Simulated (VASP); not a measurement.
ZrBF, 6 atoms in the cell. It takes space group P4/nmm (No. 129, tetragonal). The conventional cell has a = 3.643 Å, b = 3.643 Å, c = 6.370 Å, α = 90.00°, β = 90.00°, γ = 90.00°. Zr (site symmetry 4mm) has 4 F at 2.11 Å and 4 B at 2.73 Å within 2.8 Å. Within 3.7 Å of B (site symmetry 4mm) lie 4 F at 2.70 Å and 6 Zr at 2.73 to 3.31 Å and 8 B at 3.52 to 3.64 Å. Within 2.8 Å of F (site symmetry -4m2) lie 4 Zr at 2.11 Å and 4 F at 2.58 Å and 4 B at 2.70 Å. The cell was generated, and may not be a known phase.

```yaml
Program: VASP 6.6.1
Task: single point
Functional: PBE
Potentials_or_basis: VASP PAW PBE potentials, release 64 (Zr_sv, B, F)
Cutoff: 520 eV
k_mesh: 6 × 6 × 4
Occupations: gaussian, width 0.1 eV
Spin: no spin polarisation
Dipole_correction: no
Further_INCAR_settings: ALGO = Normal; EDIFF = 1e-06; NBANDS = 31
```

Potentials or basis: VASP PAW PBE potentials, release 64 (Zr_sv, B, F).

Run with:

```bash
$ cat potpaw_PBE.64/Zr_sv/POTCAR potpaw_PBE.64/B/POTCAR potpaw_PBE.64/F/POTCAR > POTCAR
$ mpirun -np 1 vasp_std > vasp.out
```

Hardware: 1 thread of AMD EPYC 9R45 96-Core Processor (Zen 5) (shared host).

Task: How long does it take, and how much memory?

Result: Wall time 38 s on 1 thread of AMD EPYC 9R45 96-Core Processor (Zen 5), on a shared host, peak memory 0.19 GiB. Counts: scf iterations 13, k points 30.
